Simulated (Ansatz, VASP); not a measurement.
## B4MoRu: VASP beside Ansatz

```
B Mo Ru
1.0
     0.00000    2.95624    2.95624
     2.95624    0.00000    2.95624
     2.95624    2.95624    0.00000
B Mo Ru
4 1 1
Direct
  0.12327 0.62558 0.62558
  0.62558 0.12327 0.62558
  0.62558 0.62558 0.12327
  0.62558 0.62558 0.62558
  0.00000 0.00000 0.00000
  0.25000 0.25000 0.25000
```

Change from the starting cell: species swapped into the TbInPt4 type (F-43m, No. 216).

Alike in both runs: functional PBE; k mesh 6 × 6 × 6; occupations gaussian, width 0.1 eV; no spin polarisation.

Ansatz relaxed the structure, and its values are those at the end. VASP's run is a single point on that final structure, the one shown.

```csv
,VASP,Ansatz
version,VASP 6.6.1,Ansatz 0.2.0
potentials or method,"VASP PAW PBE potentials, release 64 (B, Mo_sv, Ru_pv), cutoff 520 eV","scalar-relativistic, plane waves, PAW"
valence electrons in the cell,40,42
```

```tsv
	VASP	Ansatz	Ansatz less VASP
gap on the k mesh at the Fermi level (eV)	none	none	-
pressure (GPa)	0.1	-0.2	-0.32
rms of the force components (eV/Å)	0.018	0.019	+0.0011
```

A gap of «none» marks a metal or a gap that the smearing closes. VASP's potentials hold 40 valence electrons a cell and Ansatz's 42, so a difference there can come from the potentials and not from the codes.
